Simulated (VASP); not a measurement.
# ScAl2 in VASP: notebook

ScAl2 is run at these levels: PBE; tasks: single point.

Everything below comes from runs of VASP 6.6.1. Logs are shortened: lines on timing, memory, paths and dates and some standing lists are left out, and cuts for length are marked.

### Step 1. The cell of the first run

The cell holds a sheet with vacuum, 3 atoms: a = 3.351 Å, b = 3.351 Å, c = 28.552 Å, α = 90.00°, β = 90.00°, γ = 90.00°.

The cell was built from a structure type or drawn by symmetry, and may not be a known phase.

### Step 2. Single point, PBE

The input, INCAR:

```
PREC     = Accurate       # precision mode
ENCUT    = 520            # plane-wave cutoff, eV
EDIFF    = 1E-6           # SCF threshold, eV
ISMEAR   = 0              # smearing method
SIGMA    = 0.1            # smearing width, eV
LREAL    = F              # projectors in reciprocal space
LASPH    = T              # aspherical terms in the spheres
NELM     = 100            # most SCF steps
ALGO     = Normal         # electronic algorithm
ISIF     = 2              # what is computed and relaxed
LWAVE    = F              # write WAVECAR
LCHARG   = T              # write CHGCAR
LDIPOL   = T            
IDIPOL   = 3            
DIPOL    = 0.5 0.5 0.298
GGA      = PE             # functional
LELF     = T              # ELF
LVHAR    = T            
LVACPOTAV= T            
NBANDS   = 16             # bands
```

The input, KPOINTS:

```
Automatic mesh
0
Gamma
  4 4 1
```

The input, POSCAR:

```
ScAl2
1.0
    3.3512697314      0.0000000000      0.0000000000
    0.0000000000      3.3512697314      0.0000000000
    0.0000000000      0.0000000000     28.5517114800
Sc Al
1 2
Direct
    0.0000000000      0.0000000000      0.2977054460
    0.5000000000      0.5000000000      0.2429143730
    0.5000000000      0.5000000000      0.3524965190
```

Potentials or basis: VASP PAW PBE potentials, release 64 (Sc_sv, Al).

Launch:

```console
> cat potpaw_PBE.64/Sc_sv/POTCAR potpaw_PBE.64/Al/POTCAR > POTCAR
> mpirun -np 1 vasp_std > vasp.out
```

OUTCAR:

```text
PREC = Accurate
   ENCUT = 520
   EDIFF = 1E-6
   ISMEAR = 0
   LREAL = F
   LASPH = T
   NELM = 100
   ISIF = 2
   GGA = PE

 ion  position               nearest neighbor table
   1  0.000  0.000  0.298-   3 2.84   3 2.84   3 2.84   3 2.84   2 2.84   2 2.84   2 2.84   2 2.84

   2  0.500  0.500  0.243-   1 2.84   1 2.84   1 2.84   1 2.84   3 3.13
   3  0.500  0.500  0.352-   1 2.84   1 2.84   1 2.84   1 2.84   2 3.13

  LATTYP: Found a simple tetragonal cell.
 ALAT       =     3.3512697314
 C/A-ratio  =     8.5196697874

  Lattice vectors:

 A1 = (   3.3512697314,   0.0000000000,   0.0000000000)
 A2 = (   0.0000000000,   3.3512697314,   0.0000000000)
 A3 = (   0.0000000000,   0.0000000000,  28.5517114800)

Analysis of symmetry for initial positions (statically):
=====================================================================
 Subroutine PRICEL returns:
 Original cell was already a primitive cell.

 Routine SETGRP: Setting up the symmetry group for a
 simple tetragonal supercell.

 Subroutine GETGRP returns: Found 16 space group operations
 (whereof  8 operations were pure point group operations)
 out of a pool of 16 trial point group operations.

The static configuration has the point symmetry C_4v.
 The point group associated with its full space group is D_4h.

Analysis of symmetry for dynamics (positions and initial velocities):
=====================================================================
 Subroutine PRICEL returns:
 Original cell was already a primitive cell.

 Routine SETGRP: Setting up the symmetry group for a
 simple tetragonal supercell.

 Subroutine GETGRP returns: Found 16 space group operations
 (whereof  8 operations were pure point group operations)
 out of a pool of 16 trial point group operations.

The dynamic configuration has the point symmetry C_4v.
 The point group associated with its full space group is D_4h.

 Subroutine INISYM returns: Found 16 space group operations
 (whereof  8 operations are pure point group operations),
 and found     1 'primitive' translations

----------------------------------------------------------------------------------------

                                     Primitive cell

  volume of cell :     320.6645

  direct lattice vectors                    reciprocal lattice vectors
     3.351269731  0.000000000  0.000000000     0.298394364  0.000000000  0.000000000
     0.000000000  3.351269731  0.000000000     0.000000000  0.298394364  0.000000000
     0.000000000  0.000000000 28.551711480     0.000000000  0.000000000  0.035024170

  length of vectors
     3.351269731  3.351269731 28.551711480     0.298394364  0.298394364  0.035024170

  position of ions in fractional coordinates (direct lattice)
     0.000000000  0.000000000  0.297705446
     0.500000000  0.500000000  0.242914373
     0.500000000  0.500000000  0.352496519

  ion indices of the primitive-cell ions
   primitive index   ion index
                 1           1
                 2           2
                 3           3

----------------------------------------------------------------------------------------

 KPOINTS: Automatic mesh

Automatic generation of k-mesh.
 Grid dimensions read from file:
 generate k-points for:    4    4    1

 Generating k-lattice:

  Cartesian coordinates                     Fractional coordinates (reciprocal lattice)
     0.074598591  0.000000000  0.000000000     0.250000000  0.000000000  0.000000000
     0.000000000  0.074598591  0.000000000     0.000000000  0.250000000  0.000000000
     0.000000000  0.000000000  0.035024170     0.000000000  0.000000000  1.000000000

  Length of vectors
     0.074598591  0.074598591  0.035024170

  Shift w.r.t. Gamma in fractional coordinates (k-lattice)
     0.000000000  0.000000000  0.000000000

 Subroutine IBZKPT returns following result:
 ===========================================

 Found      6 irreducible k-points:

 Following reciprocal coordinates:
            Coordinates               Weight
  0.000000  0.000000  0.000000      1.000000
  0.250000  0.000000  0.000000      4.000000
  0.500000  0.000000  0.000000      2.000000
  0.250000  0.250000  0.000000      4.000000
  0.500000  0.250000  0.000000      4.000000
  0.500000  0.500000  0.000000      1.000000
   k-points           NKPTS =      6   k-points in BZ     NKDIM =      6   number of bands    NBANDS=     16
   number of dos      NEDOS =    301   number of ions     NIONS =      3
   total plane-waves  NPLWV = 169344
   dimension x,y,z NGX =    28 NGY =   28 NGZ =  216
   dimension x,y,z NGXF=    56 NGYF=   56 NGZF=  432
   ions per type =               1   2
   NGX,Y,Z   is equivalent  to a cutoff of  13.89, 13.89, 12.58 a.u.
   NGXF,Y,Z  is equivalent  to a cutoff of  27.78, 27.78, 25.15 a.u.
 SYSTEM =  unknown system
   PREC   = accura    normal or accurate (medium, high low for compatibility)
   ISTART =      0    job   : 0-new  1-cont  2-samecut
   ICHARG =      2    charge: 1-file 2-atom 10-const
   ISPIN  =      1    spin polarized calculation?
   LNONCOLLINEAR =      F non collinear calculations
   LSORBIT =      F    spin-orbit coupling
   LASPH  =      T    aspherical Exc in radial PAW
   ENCUT  =  520.0 eV  38.22 Ry    6.18 a.u.   6.23  6.23 53.09*2*pi/ulx,y,z
   NELM   =    100;   NELMIN=  2; NELMDL= -5     # of ELM steps
   EDIFF  = 0.1E-05   stopping-criterion for ELM
   LREAL  =      F    real-space projection
   EDIFFG = 0.1E-04   stopping-criterion for IOM
   NSW    =      0    number of steps for IOM
   IBRION =     -1    ionic relax: 0-MD 1-quasi-New 2-CG
   NFREE  =      0    steps in history (QN), initial steepest desc. (CG)
   ISIF   =      2    stress and relaxation
   ISYM   =      2    0-nonsym 1-usesym 2-fastsym
   POTIM  = 0.5000    time-step for ionic-motion
   TEBEG  =    0.0;   TEEND  =   0.0 temperature during run
   PSTRESS=    0.0 pullay stress
   NELECT =      17.0000    total number of electrons
   NUPDOWN=      -1.0000    fix difference up-down
   EMIN   =  10.00;   EMAX   =-10.00  energy-range for DOS
   EFERMI =   0.00;   METHOD = LEGACY
   ISMEAR =     0;   SIGMA  =   0.10  broadening in eV -4-tet -1-fermi 0-gaus
   EFERMI_NEDOS =   21; number of points for ismear=-14 and -15
   IALGO  =     38    algorithm
   IMIX   =      4    mixing-type and parameters
     AMIX     =   0.40;   BMIX     =  1.00
     AMIX_MAG =   1.60;   BMIX_MAG =  1.00
  volume/ion in A,a.u.               =     106.89       721.32
  Fermi-wavevector in a.u.,A,eV,Ry     =   0.614999  1.162179  5.146041  0.378223
  Thomas-Fermi vector in A             =   1.672211
   LORBIT       =      0    0 simple, 1 ext, 2 COOP (PROOUT), +10 PAW based schemes
   GGA     = PE    functional components
   LHFCALC =     F    Hartree Fock is set to
   AEXX    =    0.0000 exact exchange contribution
   IVDW    =     0    specifies the selected vdW correction
   LEPSILON=     F    determine dielectric tensor
   LRPA    =     F    only Hartree local field effects (RPA)
 non-spin polarized calculation
 Gauss-broadening in eV      SIGMA  =   0.10
  energy-cutoff  :      520.00
  volume of cell :      320.66
 maximum number of plane-waves:      8648
 NGX is ok and might be reduce to    28
   NGX = 13   NGY = 13   NGZ =107

 dipolmoment           0.000000      0.000000     -0.000070 electrons x Angstroem

 number of electron      17.0000001 magnetization

 dipolmoment           0.000000      0.000000      0.000002 electrons x Angstroem

 Free energy of the ion-electron system (eV)
  ---------------------------------------------------
  ext. energy  EPLUGINS =         0.00000000
  ---------------------------------------------------
  free energy    TOTEN  =       -12.76906633 eV

  energy without entropy =      -12.75443132  energy(sigma->0) =      -12.76174883

 E-fermi :  -2.0449     XC(G=0):  -2.4364

 val. band max:       -2.0832615045   @ k =   0.2500   0.2500   0.0000
 cond. band min:      -1.9800157553   @ k =   0.0000   0.0000   0.0000
 fundamental gap:      0.1032457492
 Fermi energy:        -2.0448884867

 k-point     1 :       0.0000    0.0000    0.0000
  band No.  band energies     occupation
      1     -51.0100      2.00000
      2     -29.8233      2.00000
      3     -29.5411      2.00000
      4     -29.5411      2.00000
      5      -9.4801      2.00000
      6      -7.3857      2.00000
[... 8 lines left out ...]
     15       1.8327      0.00000
     16       2.0488      0.00000

 k-point     2 :       0.2500    0.0000    0.0000
  band No.  band energies     occupation
      1     -51.0021      2.00000
      2     -29.8116      2.00000
      3     -29.6373      2.00000
      4     -29.5322      2.00000
      5      -8.6159      2.00000
      6      -6.8051      2.00000
[... 8 lines left out ...]
     15       2.3802      0.00000
     16       2.4431      0.00000

 k-point     3 :       0.5000    0.0000    0.0000
  band No.  band energies     occupation
      1     -50.9942      2.00000
      2     -29.7999      2.00000
      3     -29.7318      2.00000
      4     -29.5233      2.00000
      5      -6.8420      2.00000
      6      -5.8403      2.00000
[... 8 lines left out ...]
     15       3.0008      0.00000
     16       3.5646      0.00000

 k-point     4 :       0.2500    0.2500    0.0000
  band No.  band energies     occupation
      1     -50.9943      2.00000
      2     -29.8006      2.00000
      3     -29.6288      2.00000
      4     -29.6225      2.00000
      5      -7.8558      2.00000
      6      -6.1838      2.00000
[... 8 lines left out ...]
     15       2.5967      0.00000
     16       2.6239      0.00000

 k-point     5 :       0.5000    0.2500    0.0000
  band No.  band energies     occupation
      1     -50.9865      2.00000
      2     -29.7895      2.00000
      3     -29.7175      2.00000
      4     -29.6139      2.00000
      5      -6.4932      2.00000
      6      -5.0800      2.00000
[... 8 lines left out ...]
     15       2.4364      0.00000
     16       3.2416      0.00000

 k-point     6 :       0.5000    0.5000    0.0000
  band No.  band energies     occupation
      1     -50.9789      2.00000
      2     -29.7791      2.00000
      3     -29.7031      2.00000
      4     -29.7031      2.00000
      5      -6.0654      2.00000
      6      -3.3205      2.00000
[... 8 lines left out ...]
     15       2.4892      0.00000
     16       2.4892      0.00000

------------------------ aborting loop because EDIFF is reached ----------------------------------------

  FORCE on cell =-STRESS in cart. coord.  units (eV):
  Direction    XX          YY          ZZ          XY          YZ          ZX
  --------------------------------------------------------------------------------------
  -------------------------------------------------------------------------------------
  Total        0.0047481      0.0047481      0.1247808      0.0000000      0.0000000      0.0000000
  in kB        0.0237237      0.0237237      0.6234582      0.0000000      0.0000000      0.0000000
  external PRESSURE =       0.2236352 kB  Pullay stress =       0.0000000 kB

 VOLUME and BASIS-vectors are now :
 -----------------------------------------------------------------------------
  energy-cutoff  :      520.00
  volume of cell :      320.66
      direct lattice vectors                 reciprocal lattice vectors
     3.351269731  0.000000000  0.000000000     0.298394364  0.000000000  0.000000000
     0.000000000  3.351269731  0.000000000     0.000000000  0.298394364  0.000000000
     0.000000000  0.000000000 28.551711480     0.000000000  0.000000000  0.035024170

 POSITION                                       TOTAL-FORCE (eV/Angst)
 -----------------------------------------------------------------------------------
      0.00000      0.00000      8.50000        -0.000000      0.000000      0.000000
      1.67563      1.67563      6.93562         0.000000     -0.000000     -0.043649
      1.67563      1.67563     10.06438         0.000000      0.000000      0.043649
 -----------------------------------------------------------------------------------
    total drift:                               -0.000000     -0.000000      0.000045

  FREE ENERGIE OF THE ION-ELECTRON SYSTEM (eV)
  ---------------------------------------------------
  free  energy   TOTEN  =       -12.7690663346 eV

  energy  without entropy=      -12.7544313206  energy(sigma->0) =      -12.76174883

 vacuum level on the upper side and lower side of the slab         1.755         1.755
```

Wall time 64 s (1 thread of Intel Xeon Platinum 8259CL at 2.50GHz (Skylake/Cascade Lake), shared host); peak memory 0.42 GiB.

What came out:

- Free energy: -12.7691 eV
- Largest force: 0.044 eV/Å
- Band gap on the k mesh: zero (an odd number of electrons rules out a gap without spin polarisation)

Forces in eV/Å, atoms in the order of the input:
```
Sc   0.000  0.000  0.000
Al   0.000  0.000 -0.044
Al   0.000  0.000  0.044
```

Caveat: the k points lie up to 0.47 Å⁻¹ apart, too coarse for converged energies and pressures of a metal.

### Step 3. Single point, PBE

This run uses another cell than the first one.

The input, INCAR:

```
ALGO = Normal
DIPOL = 0.5 0.5 0.500
EDIFF = 1E-6
ENCUT = 520
GGA = PE
IDIPOL = 3
ISIF = 2
ISMEAR = 0
LASPH = T
LCHARG = F
LDIPOL = T
LREAL = F
LWAVE = F
NBANDS = 16
NELM = 80
PREC = Accurate
SIGMA = 0.1
```

The input, KPOINTS:

```
k-points
0
Gamma
  4 4 1
```

The input, POSCAR:

```
ScAl2
1.0
    4.3871521500      0.0000000000      0.0000000000
    0.0000000000      4.3871521500      0.0000000000
    0.0000000000      0.0000000000     17.0000000000
Sc Al
1 2
Direct
    0.0000000000      0.0000000000      0.5000000000
    0.5000000000      0.5000000000      0.4301218900
    0.5000000000      0.5000000000      0.5698781100
```

Potentials or basis: VASP PAW PBE potentials, release 64 (Sc_sv, Al).

Launch:

```console
> cat potpaw_PBE.64/Sc_sv/POTCAR potpaw_PBE.64/Al/POTCAR > POTCAR
> mpirun -np 1 vasp_std > vasp.out
```

It took 60 s on 1 thread of Intel Xeon Platinum 8259CL at 2.50GHz (Skylake/Cascade Lake), shared host; peak memory 0.39 GiB.

It converged, with:

| Item | Value |
| --- | --- |
| Free energy | -10.6826 eV |
| Largest force | 0.649 eV/Å |
| Band gap on the k mesh | zero (an odd number of electrons rules out a gap without spin polarisation) |

Forces in eV/Å, atoms in the order of the input:
```
Sc   0.000  0.000  0.000
Al   0.000  0.000 -0.649
Al   0.000  0.000  0.649
```

Levels at points of the mesh, in eV from the Fermi level:
| k point | band 5 | band 6 | band 7 | band 8 | band 9 | band 10 | band 11 | band 12 |
| --- | --- | --- | --- | --- | --- | --- | --- | --- |
| (0.00, 0.00, 0.00) | -6.71 | -3.38 | -0.67 | 0.16 | 0.78 | 0.78 | 0.85 | 0.85 |
| (0.50, 0.00, 0.00) | -5.84 | -2.85 | -2.79 | -0.39 | 0.16 | 0.50 | 0.74 | 1.07 |
| (0.50, 0.50, 0.00) | -5.48 | -1.75 | -1.59 | -1.59 | -0.31 | -0.31 | 0.63 | 0.90 |

### Step 4. Single point, PBE

This run uses another cell than the first one.

The input, INCAR:

```
PREC = Accurate
ENCUT = 520
EDIFF = 1E-6
ISMEAR = 0
SIGMA = 0.1
LREAL = F
LASPH = T
NELM = 60
ALGO = Normal
ISIF = 2
LWAVE = F
LCHARG = F
LDIPOL = T
IDIPOL = 3
DIPOL = 0.5 0.5 0.283
GGA = PE
NBANDS = 16
```

The input, KPOINTS:

```
regular mesh
0
Gamma
  6 6 1
```

The input, POSCAR:

```
ScAl2
1.0
    3.1648337221      0.0000000000      0.0000000000
    0.0000000000      3.1648337221      0.0000000000
    0.0000000000      0.0000000000     30.0575156319
Sc Al
1 2
Direct
    0.0000000000      0.0000000000      0.2827911696
    0.5000000000      0.5000000000      0.2234121015
    0.5000000000      0.5000000000      0.3421702377
```

Launch:

```console
> cat potpaw_PBE.64/Sc_sv/POTCAR potpaw_PBE.64/Al/POTCAR > POTCAR
> mpirun -np 1 vasp_std > vasp.out
```

It took 65 s on 1 thread of Intel Xeon Platinum 8259CL at 2.50GHz (Skylake/Cascade Lake), shared host; peak memory 0.36 GiB.

Results (log left out):

```yaml
Free_energy: -13.0795 eV
Largest_force: 0.011 eV/Å
Band_gap_on_the_k_mesh: zero (an odd number of electrons rules out a gap without spin polarisation)
```

Forces on the atoms (eV/Å):
```
Sc   0.000  0.000  0.000
Al   0.000  0.000  0.011
Al   0.000  0.000 -0.011
```

Levels at points of the mesh, in eV from the Fermi level:
| k point | band 6 | band 7 | band 8 | band 9 | band 10 | band 11 |
| --- | --- | --- | --- | --- | --- | --- |
| (0.00, 0.00, 0.00) | -6.15 | -2.77 | 0.00 | 0.33 | 1.34 | 2.21 |
| (0.50, 0.00, 0.00) | -4.16 | -3.33 | -1.81 | 0.34 | 0.47 | 1.03 |
| (0.50, 0.50, 0.00) | -1.47 | -1.47 | -0.49 | -0.49 | 0.02 | 1.10 |

### Step 5. Single point, PBE

The input, INCAR:

```
  PREC = Accurate
  ENCUT = 520
  EDIFF = 1E-6
  ISMEAR = 0
  SIGMA = 0.1
  LREAL = F
  LASPH = T
  NELM = 60
  ALGO = Normal
  ISIF = 2
  LWAVE = F
  LCHARG = F
  LDIPOL = T
  IDIPOL = 3
  DIPOL = 0.5 0.5 0.298
  GGA = PE
  NBANDS = 16
```

KPOINTS is that of step 4.

The input, POSCAR:

```
ScAl2
1.0
    3.3512697314      0.0000000000      0.0000000000
    0.0000000000      3.3512697314      0.0000000000
    0.0000000000      0.0000000000     28.5517114800
Sc Al
1 2
Direct
    0.0000000000      0.0000000000      0.2977054460
    0.5000000000      0.5000000000      0.2429143730
    0.5000000000      0.5000000000      0.3524965190
```

Launch:

```console
> cat potpaw_PBE.64/Sc_sv/POTCAR potpaw_PBE.64/Al/POTCAR > POTCAR
> mpirun -np 1 vasp_std > vasp.out
```

Wall time 94 s (1 thread of Intel Xeon Platinum 8259CL at 2.50GHz (Skylake/Cascade Lake), shared host); peak memory 0.42 GiB.

The run converged. Its results:

* Free energy: -12.9521 eV
* Largest force: 0.347 eV/Å
* Band gap on the k mesh: zero (an odd number of electrons rules out a gap without spin polarisation)

Forces on the atoms (eV/Å):
```
Sc   0.000  0.000  0.000
Al   0.000  0.000 -0.347
Al   0.000  0.000  0.347
```

Levels at points of the mesh, in eV from the Fermi level:
```
           k point  band 6  band 7  band 8  band 9  band 10  band 11
(0.00, 0.00, 0.00)   -5.11   -2.00    0.17    1.66     2.09     2.09
(0.50, 0.00, 0.00)   -3.59   -3.05   -0.98    0.71     0.92     1.45
(0.50, 0.50, 0.00)   -1.07   -1.07   -0.59   -0.59    -0.08     1.50
```

[end of part 1 of 2]
